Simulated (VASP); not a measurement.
Input of a VASP 6.6.1 run:

File INCAR:

```
ALGO = Normal ; EDIFF = 1E-7
EDIFFG = -0.01 ; ENCUT = 600
GGA = PE ; IBRION = 2
ISIF = 3 ; ISMEAR = 0
LASPH = T ; LCHARG = F
LREAL = F ; LWAVE = F
NELM = 100 ; NSW = 100
PREC = Accurate ; SIGMA = 0.1
```

The input KPOINTS:

```
k-points
0
Gamma
  18 18 18
```

POSCAR

```
BeN
1.0
    1.4498161632      0.8370517521      3.9116924555
   -1.4498161632      0.8370517521      3.9116924555
    0.0000000000     -1.6741035042      3.9116924555
Be N
2 2
Direct
    0.7408629165      0.7408629165      0.7408629165
    0.2591370835      0.2591370835      0.2591370835
    0.5689860305      0.5689860305      0.5689860305
    0.4310139695      0.4310139695      0.4310139695
```

Potentials or basis: VASP PAW PBE potentials, release 64 (Be, N).

Launch:

```console
$ cat potpaw_PBE.64/Be/POTCAR potpaw_PBE.64/N/POTCAR > POTCAR
$ mpirun -np 1 vasp_std > vasp.out
```

Task: Predict the band gap on the k mesh.

Result: Zero (filled and empty bands touch).

Final structure:
```cif
data_structure
_symmetry_space_group_name_H-M 'P 1'
_symmetry_Int_Tables_number 1
_cell_length_a 4.2549
_cell_length_b 4.2549
_cell_length_c 4.2549
_cell_angle_alpha 39.844
_cell_angle_beta 39.844
_cell_angle_gamma 39.844
_cell_volume 28.48
loop_
_atom_site_label
_atom_site_type_symbol
_atom_site_fract_x
_atom_site_fract_y
_atom_site_fract_z
_atom_site_occupancy
Be1 Be 0.74086 0.74086 0.74086 1
Be2 Be 0.25914 0.25914 0.25914 1
N1 N 0.56899 0.56899 0.56899 1
N2 N 0.43101 0.43101 0.43101 1
```

Caveat: the relaxation stopped at its first step, so nothing moved.
